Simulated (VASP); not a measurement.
The system is GaN.

```
Ga N
1.0
     0.00000    2.25350    2.25350
     2.25350    0.00000    2.25350
     2.25350    2.25350    0.00000
Ga N
1 1
Direct
  0.00000 0.00000 0.00000
  0.25000 0.25000 0.25000
```

| Item | Value |
| --- | --- |
| Program | VASP 6.6.1 |
| Task | relaxation of cell and atoms |
| Functional | PBEsol |
| Dispersion | D4 |
| Potentials or basis | VASP PAW PBE potentials, release 64 (Ga_d, N) |
| Cutoff | 600 eV |
| k mesh | 10 × 10 × 10 |
| Occupations | fermi-dirac, width 0.05 eV |
| Spin | no spin polarisation |

At the start: pressure -4.7 GPa; volume 11.44 Å³/atom.

Task: Where does the relaxation end?

Result: Over 6 steps the energy falls by 4.2 meV/atom and the volume is 11.15 Å³/atom (-2.5 %); space group F-43m (No. 216, to 0.1 Å) before and after.

The path:
```tsv
step	energy change (eV)	largest force (eV/Å)	pressure (GPa)	volume (Å³)
1	0.0000	0.0000	-4.68	22.89
2	-0.0006	0.0000	4.67	21.80
3	-0.0084	0.0000	-0.59	22.33
4	-0.0084	0.0000	0.55	22.27
5	-0.0084	0.0000	0.16	22.30
6	-0.0084	0.0000	0.08	22.31
```

Final structure:
```xyz
2
Lattice="0.0000 2.2343 2.2343 2.2343 0.0000 2.2343 2.2343 2.2343 0.0000" Properties=species:S:1:pos:R:3 pbc="T T T"
Ga    0.0000    0.0000    0.0000
N     1.1172    1.1172    1.1172
```

Caveat: the PAW data sets were made with another functional, which shifts forces and pressure a little.
